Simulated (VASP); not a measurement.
# Mo (Im-3m) in VASP: notebook

Mo is run at these levels: LDA; tasks: single point.

Everything below comes from runs of VASP 6.6.1. Logs are shortened: lines on timing, memory, paths and dates and some standing lists are left out, and cuts for length are marked.

### 1 The cell of the first run

It takes space group Im-3m (No. 229, cubic). Conventional cell: a = 3.064 Å, b = 3.064 Å, c = 3.064 Å, α = 90.00°, β = 90.00°, γ = 90.00°. Mo (site symmetry m-3m) has 14 Mo at 2.65 to 3.06 Å within 3.5 Å.

### 2 Single point, LDA

File INCAR:

```
SYSTEM = Mo
ALGO = Normal
EDIFF = 1E-6
ENCUT = 520
GGA = CA
ISIF = 2
ISMEAR = -1
LASPH = .True.
LCHARG = .False.
LREAL = .False.
LWAVE = .False.
NBANDS = 13
NELM = 100
PREC = Accurate
SIGMA = 0.08
```

File KPOINTS:

```
k-points
0
Gamma
  24 24 24
  0 0 0
```

File POSCAR:

```
Mo
1.0
   -1.5318616219      1.5318616219      1.5318616219
    1.5318616219     -1.5318616219      1.5318616219
    1.5318616219      1.5318616219     -1.5318616219
Mo
1
Direct
    0.0000000000      0.0000000000      0.0000000000
```

Potentials or basis: VASP PAW LDA potentials, release 64 (Mo_sv).

Command:

```sh
$ cat potpaw_LDA.64/Mo_sv/POTCAR > POTCAR
$ mpirun -np 1 vasp_std > vasp.out
```

OUTCAR:

```text
SYSTEM = Mo
   EDIFF = 1E-6
   ENCUT = 520
   GGA = CA
   ISIF = 2
   ISMEAR = -1
   LASPH = .True.
   LREAL = .False.
   NELM = 100
   PREC = Accurate

 ion  position               nearest neighbor table
   1  0.000  0.000  0.000-

  LATTYP: Found a body centered cubic cell.
 ALAT       =     3.0637232438

  Lattice vectors:

 A1 = (  -1.5318616219,   1.5318616219,   1.5318616219)
 A2 = (   1.5318616219,  -1.5318616219,   1.5318616219)
 A3 = (   1.5318616219,   1.5318616219,  -1.5318616219)

Analysis of symmetry for initial positions (statically):
=====================================================================
 Subroutine PRICEL returns:
 Original cell was already a primitive cell.

 Routine SETGRP: Setting up the symmetry group for a
 body centered cubic supercell.

 Subroutine GETGRP returns: Found 48 space group operations
 (whereof 48 operations were pure point group operations)
 out of a pool of 48 trial point group operations.

The static configuration has the point symmetry O_h .

Analysis of symmetry for dynamics (positions and initial velocities):
=====================================================================
 Subroutine PRICEL returns:
 Original cell was already a primitive cell.

 Routine SETGRP: Setting up the symmetry group for a
 body centered cubic supercell.

 Subroutine GETGRP returns: Found 48 space group operations
 (whereof 48 operations were pure point group operations)
 out of a pool of 48 trial point group operations.

The dynamic configuration has the point symmetry O_h .

 Subroutine INISYM returns: Found 48 space group operations
 (whereof 48 operations are pure point group operations),
 and found     1 'primitive' translations

----------------------------------------------------------------------------------------

                                     Primitive cell

  volume of cell :      14.3787

  direct lattice vectors                    reciprocal lattice vectors
    -1.531861622  1.531861622  1.531861622     0.000000000  0.326400239  0.326400239
     1.531861622 -1.531861622  1.531861622     0.326400239  0.000000000  0.326400239
     1.531861622  1.531861622 -1.531861622     0.326400239  0.326400239  0.000000000

  length of vectors
     2.653262159  2.653262159  2.653262159     0.461599645  0.461599645  0.461599645

  position of ions in fractional coordinates (direct lattice)
     0.000000000  0.000000000  0.000000000

  ion indices of the primitive-cell ions
   primitive index   ion index
                 1           1

----------------------------------------------------------------------------------------

 KPOINTS: k-points

Automatic generation of k-mesh.
 Grid dimensions read from file:
 generate k-points for:   24   24   24

 Generating k-lattice:

  Cartesian coordinates                     Fractional coordinates (reciprocal lattice)
     0.000000000  0.013600010  0.013600010     0.041666667  0.000000000  0.000000000
     0.013600010  0.000000000  0.013600010     0.000000000  0.041666667  0.000000000
     0.013600010  0.013600010  0.000000000     0.000000000  0.000000000  0.041666667

  Length of vectors
     0.019233319  0.019233319  0.019233319

  Shift w.r.t. Gamma in fractional coordinates (k-lattice)
     0.000000000  0.000000000  0.000000000

 Subroutine IBZKPT returns following result:
 ===========================================

 Found    413 irreducible k-points:

 Following reciprocal coordinates:
            Coordinates               Weight
  0.000000  0.000000  0.000000      1.000000
  0.041667  0.000000  0.000000     12.000000
  0.083333  0.000000  0.000000     12.000000
  0.125000  0.000000  0.000000     12.000000
  0.166667  0.000000  0.000000     12.000000
  0.208333  0.000000  0.000000     12.000000
[... 16 lines left out ...]
  0.416667  0.041667  0.000000     48.000000
  0.458333  0.041667 -0.000000     48.000000
 [... further k-points ...]
   k-points           NKPTS =    413   k-points in BZ     NKDIM =    413   number of bands    NBANDS=     13
   number of dos      NEDOS =    301   number of ions     NIONS =      1
   total plane-waves  NPLWV =   8000
   dimension x,y,z NGX =    20 NGY =   20 NGZ =   20
   dimension x,y,z NGXF=    40 NGYF=   40 NGZF=   40
   ions per type =               1
   NGX,Y,Z   is equivalent  to a cutoff of  12.53, 12.53, 12.53 a.u.
   NGXF,Y,Z  is equivalent  to a cutoff of  25.06, 25.06, 25.06 a.u.
 SYSTEM =  Mo
   PREC   = accura    normal or accurate (medium, high low for compatibility)
   ISTART =      0    job   : 0-new  1-cont  2-samecut
   ICHARG =      2    charge: 1-file 2-atom 10-const
   ISPIN  =      1    spin polarized calculation?
   LNONCOLLINEAR =      F non collinear calculations
   LSORBIT =      F    spin-orbit coupling
   LASPH  =      T    aspherical Exc in radial PAW
   ENCUT  =  520.0 eV  38.22 Ry    6.18 a.u.   4.93  4.93  4.93*2*pi/ulx,y,z
   NELM   =    100;   NELMIN=  2; NELMDL= -5     # of ELM steps
   EDIFF  = 0.1E-05   stopping-criterion for ELM
   LREAL  =      F    real-space projection
   EDIFFG = 0.1E-04   stopping-criterion for IOM
   NSW    =      0    number of steps for IOM
   IBRION =     -1    ionic relax: 0-MD 1-quasi-New 2-CG
   NFREE  =      0    steps in history (QN), initial steepest desc. (CG)
   ISIF   =      2    stress and relaxation
   ISYM   =      2    0-nonsym 1-usesym 2-fastsym
   POTIM  = 0.5000    time-step for ionic-motion
   TEBEG  =    0.0;   TEEND  =   0.0 temperature during run
   PSTRESS=    0.0 pullay stress
   NELECT =      14.0000    total number of electrons
   NUPDOWN=      -1.0000    fix difference up-down
   EMIN   =  10.00;   EMAX   =-10.00  energy-range for DOS
   EFERMI =   0.00;   METHOD = LEGACY
   ISMEAR =    -1;   SIGMA  =   0.08  broadening in eV -4-tet -1-fermi 0-gaus
   EFERMI_NEDOS =   21; number of points for ismear=-14 and -15
   IALGO  =     38    algorithm
   IMIX   =      4    mixing-type and parameters
     AMIX     =   0.40;   BMIX     =  1.00
     AMIX_MAG =   1.60;   BMIX_MAG =  1.00
  volume/ion in A,a.u.               =      14.38        97.03
  Fermi-wavevector in a.u.,A,eV,Ry     =   1.622599  3.066268 35.821811  2.632829
  Thomas-Fermi vector in A             =   2.716186
   LORBIT       =      0    0 simple, 1 ext, 2 COOP (PROOUT), +10 PAW based schemes
   GGA     = CA    functional components
   LHFCALC =     F    Hartree Fock is set to
   AEXX    =    0.0000 exact exchange contribution
   IVDW    =     0    specifies the selected vdW correction
   LEPSILON=     F    determine dielectric tensor
   LRPA    =     F    only Hartree local field effects (RPA)
 non-spin polarized calculation
  energy-cutoff  :      520.00
  volume of cell :       14.38
 maximum number of plane-waves:       402
   NGX =  9   NGY =  9   NGZ =  9

 number of electron      13.9999999 magnetization

 Free energy of the ion-electron system (eV)
  ---------------------------------------------------
  ext. energy  EPLUGINS =         0.00000000
  ---------------------------------------------------
  free energy    TOTEN  =       -12.09999614 eV

  energy without entropy =      -12.08662890  energy(sigma->0) =      -12.09331252

 E-fermi :  13.9127     XC(G=0): -14.0759

 val. band max:       13.9120092400   @ k =  -0.2917   0.3750   0.1667
 cond. band min:      13.9205630749   @ k =   0.5000   0.5000   0.0833
 fundamental gap:      0.0085538350
 Fermi energy:        13.9127417902

 k-point     1 :       0.0000    0.0000    0.0000
  band No.  band energies     occupation
      1     -47.1028      2.00000
      2     -20.3181      2.00000
      3     -20.3181      2.00000
      4     -20.3181      2.00000
      5       6.3917      2.00000
      6      12.3189      2.00000
      7      12.3189      2.00000
      8      12.3189      2.00000
      9      15.6466      0.00000
     10      15.6466      0.00000
     11      28.7975      0.00000
     12      28.7975      0.00000
     13      28.7975      0.00000

 k-point     2 :       0.0417    0.0000    0.0000
  band No.  band energies     occupation
      1     -47.0965      2.00000
      2     -20.3522      2.00000
      3     -20.3284      2.00000
      4     -20.3184      2.00000
      5       6.4776      2.00000
      6      12.2685      2.00000
      7      12.3115      2.00000
      8      12.4002      2.00000
      9      15.5667      0.00000
     10      15.6471      0.00000
     11      28.8673      0.00000
     12      28.9419      0.00000
     13      28.9896      0.00000

 k-point     3 :       0.0833    0.0000    0.0000
  band No.  band energies     occupation
      1     -47.0781      2.00000
      2     -20.4517      2.00000
      3     -20.3586      2.00000
      4     -20.3194      2.00000
      5       6.7271      2.00000
      6      12.1242      2.00000
      7      12.2823      2.00000
      8      12.6423      2.00000
      9      15.3664      0.00000
     10      15.6506      0.00000
     11      29.0577      0.00000
     12      29.3676      0.00000
     13      29.5162      0.00000
[... 305 lines left out ...]
 k-point    23 :       0.4167    0.0417    0.0000
  band No.  band energies     occupation
      1     -46.7372      2.00000
      2     -22.0862      2.00000
      3     -20.8843      2.00000
      4     -20.3510      2.00000
      5       8.1508      2.00000
      6      10.1222      2.00000
      7      14.9332      0.00001
      8      15.8104      0.00000
      9      16.5696      0.00000
     10      18.9752      0.00000
     11      26.3558      0.00000
     12      27.2883      0.00000
     13      32.7435      0.00000

 k-point    24 :       0.4583    0.0417   -0.0000
  band No.  band energies     occupation
      1     -46.7241      2.00000
      2     -22.1429      2.00000
      3     -20.9035      2.00000
      4     -20.3518      2.00000
      5       8.0771      2.00000
      6      10.0613      2.00000
      7      15.3746      0.00000
      8      15.7464      0.00000
      9      16.7222      0.00000
     10      19.3710      0.00000
     11      26.1261      0.00000
     12      26.8607      0.00000
     13      32.1787      0.00000

 [... further k-points ...]

------------------------ aborting loop because EDIFF is reached ----------------------------------------

  FORCE on cell =-STRESS in cart. coord.  units (eV):
  Direction    XX          YY          ZZ          XY          YZ          ZX
  --------------------------------------------------------------------------------------
  -------------------------------------------------------------------------------------
  Total        1.4732461      1.4732461      1.4732461      0.0000000     -0.0000000      0.0000000
  in kB      164.1599732    164.1599732    164.1599732      0.0000000     -0.0000000      0.0000000
  external PRESSURE =     164.1599732 kB  Pullay stress =       0.0000000 kB

 VOLUME and BASIS-vectors are now :
 -----------------------------------------------------------------------------
  energy-cutoff  :      520.00
  volume of cell :       14.38
      direct lattice vectors                 reciprocal lattice vectors
    -1.531861622  1.531861622  1.531861622     0.000000000  0.326400239  0.326400239
     1.531861622 -1.531861622  1.531861622     0.326400239  0.000000000  0.326400239
     1.531861622  1.531861622 -1.531861622     0.326400239  0.326400239  0.000000000

 POSITION                                       TOTAL-FORCE (eV/Angst)
 -----------------------------------------------------------------------------------
      0.00000      0.00000      0.00000        -0.000000      0.000000      0.000000
 -----------------------------------------------------------------------------------
    total drift:                                0.000000     -0.000000     -0.000000

  FREE ENERGIE OF THE ION-ELECTRON SYSTEM (eV)
  ---------------------------------------------------
  free  energy   TOTEN  =       -12.0999961435 eV

  energy  without entropy=      -12.0866289007  energy(sigma->0) =      -12.09331252
```

Run time: 43 s. Hardware: 1 thread of Intel Xeon Platinum 8488C (Sapphire Rapids), shared host; peak memory 0.17 GiB.

Results:

```yaml
Free_energy: -12.1000 eV
Pressure: 16.4 GPa
Band_gap_on_the_k_mesh: zero (band 7 reaches 18.38 eV, above the bottom of band 8 at 12.32 eV)
```

### 3 Single point, LDA

This run uses another cell than the first one, of 14.59 Å³/atom, 1.015 times its volume.

File INCAR:

```
ALGO     = Normal         # electronic algorithm
EDIFF    = 1E-6           # SCF threshold, eV
ENCUT    = 520            # plane-wave cutoff, eV
GGA      = CA             # functional
ISIF     = 2              # what is computed and relaxed
ISMEAR   = -1             # smearing method
LASPH    = True           # aspherical terms in the spheres
LCHARG   = False          # write CHGCAR
LREAL    = False          # projectors in reciprocal space
LWAVE    = False          # write WAVECAR
NBANDS   = 13             # bands
NELM     = 60             # most SCF steps
PREC     = Accurate       # precision mode
SIGMA    = 0.08           # smearing width, eV
```

File KPOINTS:

```
k-points
0
Gamma
  24 24 24
```

File POSCAR:

```
Mo
1.0
   -1.5392328622      1.5392328622      1.5392328622
    1.5392328622     -1.5392328622      1.5392328622
    1.5392328622      1.5392328622     -1.5392328622
Mo
1
Direct
    0.0000000000      0.0000000000      0.0000000000
```

Potentials or basis: VASP PAW LDA potentials, release 64 (Mo_sv).

Command:

```sh
$ cat potpaw_LDA.64/Mo_sv/POTCAR > POTCAR
$ mpirun -np 1 vasp_std > vasp.out
```

Run time: 40 s. Hardware: 1 thread of Intel Xeon Platinum 8488C (Sapphire Rapids), shared host; peak memory 0.18 GiB.

Results (log left out):

| Property | Result |
| --- | --- |
| Free energy | -12.1182 eV |
| Pressure | 11.4 GPa |
| Band gap on the k mesh | zero (band 7 reaches 18.04 eV, above the bottom of band 8 at 12.10 eV) |

Levels at points of the mesh, in eV from the Fermi level:
| k point | band 4 | band 5 | band 6 | band 7 | band 8 | band 9 | band 10 | band 11 |
| --- | --- | --- | --- | --- | --- | --- | --- | --- |
| (0.00, 0.00, 0.00) | -34.26 | -7.48 | -1.56 | -1.56 | -1.56 | 1.71 | 1.71 | 14.87 |
| (0.50, 0.00, 0.00) | -34.28 | -5.81 | -3.80 | 1.79 | 1.93 | 2.47 | 5.24 | 12.05 |
| (0.50, 0.50, 0.50) | -35.46 | -6.06 | -6.06 | 4.38 | 4.38 | 4.38 | 9.57 | 9.57 |

### 4 Single point, LDA

This run uses another cell than the first one, of 14.72 Å³/atom, 1.024 times its volume.

File INCAR:

```
PREC = Accurate ; ENCUT = 520
EDIFF = 1E-6 ; ISMEAR = -1
SIGMA = 0.08 ; LREAL = False
LASPH = True ; NELM = 100
ALGO = Normal ; ISIF = 2
LWAVE = False ; LCHARG = False
GGA = CA ; NBANDS = 13
```

File KPOINTS:

```
regular mesh
0
Gamma
  24 24 24
```

File POSCAR:

```
Mo
1.0
   -1.5440047643      1.5440047643      1.5440047643
    1.5440047643     -1.5440047643      1.5440047643
    1.5440047643      1.5440047643     -1.5440047643
Mo
1
Direct
    0.0000000000      0.0000000000      0.0000000000
```

Command:

```sh
$ cat potpaw_LDA.64/Mo_sv/POTCAR > POTCAR
$ mpirun -np 1 vasp_std > vasp.out
```

Wall time 52 s (1 thread of Intel Xeon Platinum 8488C (Sapphire Rapids), shared host); peak memory 0.18 GiB.

It converged, with:

```yaml
Free_energy: -12.1267 eV
Pressure: 8.3 GPa
Band_gap_on_the_k_mesh: zero (band 7 reaches 17.82 eV, above the bottom of band 8 at 11.96 eV)
```

Levels at points of the mesh, in eV from the Fermi level:
```csv
k point,band 3,band 4,band 5,band 6,band 7,band 8,band 9,band 10,band 11,band 12
"(0.00, 0.00, 0.00)",-34.28,-34.28,-7.45,-1.54,-1.54,-1.54,1.70,1.70,14.86,14.86
"(0.50, 0.00, 0.00)",-34.82,-34.30,-5.75,-3.75,1.77,1.89,2.44,5.18,12.04,12.55
"(0.50, 0.50, 0.50)",-35.45,-35.45,-5.98,-5.98,4.32,4.32,4.32,9.49,9.49,9.49
```

### 5 Summary

| cell | gap on the mesh (eV) | pressure (GPa) |
| --- | --- | --- |
| a = 2.653 Å, angles 109.5°, 1 atom | none | 16.4 |
| a = 2.666 Å, angles 109.5°, 1 atom | none | 11.4 |
| a = 2.674 Å, angles 109.5°, 1 atom | none | 8.3 |

Alike in all rows: task single point; level LDA; potentials or basis VASP PAW LDA potentials, release 64 (Mo_sv); no spin polarisation; k mesh 24 × 24 × 24; cutoff (eV) 520; smearing fermi-dirac 0.08 eV.

Absolute energies hang on the potentials; compare differences alone.
